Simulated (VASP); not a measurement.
Wanted: the native input for a VASP 6.6.1 run.

```
Task                   : single point
Functional             : PBE
Potentials or basis    : VASP PAW PBE potentials, release 64 (Mg, Cd, S)
Cutoff                 : 520 eV
k mesh                 : 6 × 6 × 1
Occupations            : gaussian, width 0.1 eV
Spin                   : no spin polarisation
Dipole correction      : no
Further INCAR settings : ALGO = Normal; EDIFF = 1e-07; NBANDS = 41
```

The structure of Mg5CdS6 lies in POSCAR:

```
Mg5CdS6
1.0
    3.7300173000      0.0000000000      0.0000000000
   -1.8650087000      3.2302898000      0.0000000000
    0.0000000000      0.0000000000     18.3097259000
Mg Cd S
5 1 6
Direct
    0.3333333000      0.6666667000      0.8358860000
    0.0000000000      0.0000000000      0.0000000000
    0.6666667000      0.3333333000      0.1641140000
    0.3333333000      0.6666667000      0.3283510000
    0.6666667000      0.3333333000      0.6716490000
    0.0000000000      0.0000000000      0.5000000000
    0.6666667000      0.3333333000      0.9179580000
    0.3333333000      0.6666667000      0.0820420000
    0.0000000000      0.0000000000      0.2461610000
    0.6666667000      0.3333333000      0.4095360000
    0.3333333000      0.6666667000      0.5904640000
    0.0000000000      0.0000000000      0.7538390000
```

These files were run (other wordings do the same):

INCAR

```
PREC = Accurate
ENCUT = 520
EDIFF = 1E-7
ISMEAR = 0
SIGMA = 0.1
LREAL = F
LASPH = T
NELM = 60
ALGO = Normal
ISIF = 2
LWAVE = F
LCHARG = F
GGA = PE
NBANDS = 41
```

KPOINTS

```
regular mesh
0
Gamma
  6 6 1
```

Potentials or basis: VASP PAW PBE potentials, release 64 (Mg, Cd, S).

The run is started by

```bash
$ cat potpaw_PBE.64/Mg/POTCAR potpaw_PBE.64/Cd/POTCAR potpaw_PBE.64/S/POTCAR > POTCAR
$ mpirun -np 1 vasp_std > vasp.out
```

It gave:

* Pressure: -0.2 GPa
* Largest force: 0.050 eV/Å
* Band gap on the k mesh: 1.91 eV (least direct gap 2.34 eV)

Caveat: an odd mesh through Γ misses points on the zone boundary, where band edges can lie.

It took 73 s on 1 thread of Intel(R) Xeon(R) Platinum 8259CL CPU @ 2.50GHz (Skylake/Cascade Lake) (shared host), peak memory 0.34 GiB.
